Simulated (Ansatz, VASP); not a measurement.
## Two plane-wave programs on Zn3F

INCAR

```
  PREC = Accurate
  ENCUT = 520
  EDIFF = 1E-6
  ISMEAR = 0
  SIGMA = 0.1
  LREAL = F
  LASPH = T
  NELM = 80
  ALGO = Normal
  ISIF = 2
  LWAVE = F
  LCHARG = F
  GGA = PE
  NBANDS = 53
```

Contents of KPOINTS:

```
Automatic mesh
0
Gamma
  6 6 6
```

Contents of POSCAR:

```
Zn3F
1.0
    6.0139991353      0.0000000000      0.0000000000
   -3.0069995676      5.2082760295      0.0000000000
    0.0000000000      0.0000000000      3.4068101426
Zn F
6 2
Direct
    0.3850600000      0.2987800000      0.2500000000
    0.0862800000      0.3850600000      0.7500000000
    0.7012200000      0.0862800000      0.2500000000
    0.6149400000      0.7012200000      0.7500000000
    0.9137200000      0.6149400000      0.2500000000
    0.2987800000      0.9137200000      0.7500000000
    0.3333333333      0.6666666667      0.2500000000
    0.6666666667      0.3333333333      0.7500000000
```

Input for Ansatz:

```yaml
crystal:
  lattice:
    - [6.0139991353, 0.0, 0.0]
    - [-3.0069995676, 5.2082760295, 0.0]
    - [0.0, 0.0, 3.4068101426]
  atoms:
    - { symbol: Zn, position: [0.38506, 0.29878, 0.25] }
    - { symbol: Zn, position: [0.08628, 0.38506, 0.75] }
    - { symbol: Zn, position: [0.70122, 0.08628, 0.25] }
    - { symbol: Zn, position: [0.61494, 0.70122, 0.75] }
    - { symbol: Zn, position: [0.91372, 0.61494, 0.25] }
    - { symbol: Zn, position: [0.29878, 0.91372, 0.75] }
    - { symbol: F, position: [0.3333333333, 0.6666666667, 0.25] }
    - { symbol: F, position: [0.6666666667, 0.3333333333, 0.75] }
basis:
  ecutwfc: 420
kpoints:
  mp_grid: { grid: [6, 6, 6] }
hamiltonian:
  xc: pbe
scf:
  occupations: { method: gaussian, width: 0.1 }
  lower_state_search: "off"
output:
  forces: true
  stress: true
  eigenvalues: true
```

Alike in both runs: task single point; functional PBE; k mesh 6 × 6 × 6; occupations gaussian, width 0.1 eV; no spin polarisation.

```csv
,VASP,Ansatz
version,VASP 6.6.1,Ansatz 0.2.0
potentials or method,"VASP PAW PBE potentials, release 64 (Zn, F), cutoff 520 eV","scalar-relativistic, plane waves, PAW"
valence electrons in the cell,86,86
```

```csv
,VASP,Ansatz,Ansatz less VASP
gap on the k mesh at the Fermi level (eV),none,none,-
pressure (GPa),17.4,17.1,-0.29
"traceless stress, the component that is largest in VASP (GPa)",-1.19,-1.22,-0.025
rms of the force components (eV/Å),0.685,0.677,-0.0076
```

Atom by atom the forces differ by 0.008 eV/Å (rms over components). A gap of «none» marks a metal or a gap that the smearing closes. The functional is the same, so the differences come from potentials, cutoffs and numerics.
